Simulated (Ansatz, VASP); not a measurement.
# One calculation of Mo, two programs

```
Mo
1.0
     2.73551    0.00000    0.00000
    -1.36776    2.36902    0.00000
     0.00000    0.00000    2.63184
Mo
1
Direct
  0.00000 0.00000 0.50000
```

Change from the starting cell: strain +0.000 along x and y, +0.030 along z, atoms carried along.

Alike in both runs: task single point; functional r2SCAN; k mesh 18 × 18 × 18; occupations gaussian, width 0.15 eV; no spin polarisation.

```csv
,VASP,Ansatz
version,VASP 6.6.1,Ansatz 0.2.0
potentials or method,"VASP PAW PBE potentials, release 64 (Mo_sv), cutoff 520 eV","scalar-relativistic, plane waves, PAW"
valence electrons in the cell,14,14
```

Ansatz gave:

| Property | Result |
| --- | --- |
| gap on the k mesh at the Fermi level (eV) | none |
| pressure (GPa) | -5.2 |
| traceless stress, the component that is largest in VASP (GPa) | -9.80 |

Q: Estimate VASP's values.

A: gap on the k mesh at the Fermi level (eV): none; pressure (GPa): -4.3; traceless stress, the component that is largest in VASP (GPa): -9.81.

VASP's potentials were made for PBE, not for r2SCAN. A gap of «none» marks a metal or a gap that the smearing closes.
